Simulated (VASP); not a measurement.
**TiC: single point with r2SCAN**

The system is TiC.

```xyz
2
Lattice="0.0000 2.2289 2.0991 2.2289 0.0000 2.0991 2.2289 2.2289 0.0000" Properties=species:S:1:pos:R:3 pbc="T T T"
Ti    0.0000    0.0000    0.0000
C     2.2289    2.2289    2.0991
```

This cell differs from its parent crystal: strain +0.030 along x and y, -0.030 along z.

```yaml
Program: VASP 6.6.1
Task: single point
Functional: r2SCAN
Potentials_or_basis: VASP PAW PBE potentials, release 64 (Ti_sv, C)
Cutoff: 520 eV
k_mesh: 18 × 18 × 18
Occupations: gaussian, width 0.15 eV
Spin: no spin polarisation
```

```json
{"Pressure": "-4.6 GPa", "Band gap on the k mesh": "zero (bands 8 and 9 overlap by 1.99 eV)"}
```

Stress tensor (GPa, compression positive):
```
-12.53   0.00   0.00
  0.00 -12.53   0.00
  0.00   0.00  11.33
```

Levels at points of the mesh, in eV from the Fermi level:
| k point | band 4 | band 5 | band 6 | band 7 | band 8 | band 9 | band 10 | band 11 | band 12 | band 13 |
| --- | --- | --- | --- | --- | --- | --- | --- | --- | --- | --- |
| (0.00, 0.00, 0.00) | -34.01 | -13.10 | 0.70 | 0.70 | 1.15 | 1.44 | 1.55 | 1.55 | 1.76 | 1.77 |
| (0.50, 0.00, 0.00) | -34.05 | -9.69 | -5.99 | -3.12 | -3.06 | 2.90 | 3.16 | 4.26 | 7.83 | 8.46 |
| (0.50, 0.50, 0.00) | -34.26 | -10.78 | -3.22 | -1.50 | -0.49 | -0.49 | 2.66 | 3.64 | 3.64 | 6.08 |
| (0.50, 0.00, 0.50) | -34.18 | -10.90 | -3.88 | -1.41 | -0.02 | 0.00 | 2.57 | 3.44 | 3.77 | 5.56 |

It took 6 min on 1 thread of AMD EPYC 9R45 96-Core Processor (Zen 5), on a shared host, peak memory 0.24 GiB.

Caveat: the cell differs from its parent crystal (strain +0.030 along x and y, -0.030 along z); the stress differs along the axes, from -13 to 11 GPa; the PAW data sets were made with another functional, which shifts forces and pressure a little.
